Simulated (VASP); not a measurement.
Here is a VASP 6.6.1 calculation.

File INCAR:

```
SYSTEM = Si3H2C2
PREC = Accurate
ENCUT = 520
EDIFF = 1E-6
ISMEAR = 0
SIGMA = 0.05
LREAL = Auto
LASPH = .TRUE.
NELM = 60
ALGO = Normal
ISIF = 2
LWAVE = .FALSE.
LCHARG = .TRUE.
LDIPOL = .TRUE.
IDIPOL = 3
DIPOL = 0.5 0.5 0.333
LELF = .TRUE.
LVHAR = .TRUE.
LVACPOTAV = .TRUE.
NBANDS = 64
```

Contents of KPOINTS:

```
regular mesh
0
G
  4 4 1
  0 0 0
```

POSCAR

```
Si3H2C2
1.0
    6.1223116280      0.0000000000      0.0000000000
    0.0000000000      6.1223116280      0.0000000000
    0.0000000000      0.0000000000     18.0336064671
Si C H
12 8 8
Direct
    0.2500000000      0.2500000000      0.2691906584
    0.2500000000      0.7500000000      0.2691906584
    0.7500000000      0.2500000000      0.2691906584
    0.7500000000      0.7500000000      0.2691906584
    0.5053119490      0.5025494718      0.3856122414
    0.5053119490     -0.0025494718      0.3856122414
   -0.0053121733      0.5025494016      0.3856125169
   -0.0053121733     -0.0025494016      0.3856125169
    0.7500002779      0.7500000000      0.5103524323
    0.7500003965      0.2500000000      0.5110990305
    0.2500005059      0.7500000000      0.4887662592
    0.2500005741      0.2500000000      0.4776758541
    0.7500000000      0.5000000000      0.3292053881
    0.7500000000      0.0000000000      0.3292053881
    0.2500000000      0.5000000000      0.3292053881
    0.2500000000      0.0000000000      0.3292053881
   -0.0124009770      0.7500000000      0.4404169659
   -0.0182544809      0.2500000000      0.4384703048
    0.5124014757      0.7500000000      0.4404169795
    0.5182551520      0.2500000000      0.4384702877
    0.1018236707      0.2500000000      0.2043633518
    0.3981348503      0.2500000000      0.2043580857
    0.3981348503      0.7500000000      0.2043580857
    0.1018236707      0.7500000000      0.2043633518
    0.6018651497      0.2500000000      0.2043580857
    0.8981763293      0.2500000000      0.2043633518
    0.8981763293      0.7500000000      0.2043633518
    0.6018651497      0.7500000000      0.2043580857
```

Potentials or basis: VASP PAW LDA potentials, release 64 (Si, C, H).

Command:

```bash
$ cat potpaw_LDA.64/Si/POTCAR potpaw_LDA.64/C/POTCAR potpaw_LDA.64/H/POTCAR > POTCAR
$ mpirun -np 1 vasp_std > vasp.out
```

(1) What does it give for the largest force?

(2) Predict the band gap on the k mesh.

Results:

(1) 3.971 eV/Å.

(2) zero (bands 44 and 45 overlap by 1.12 eV).
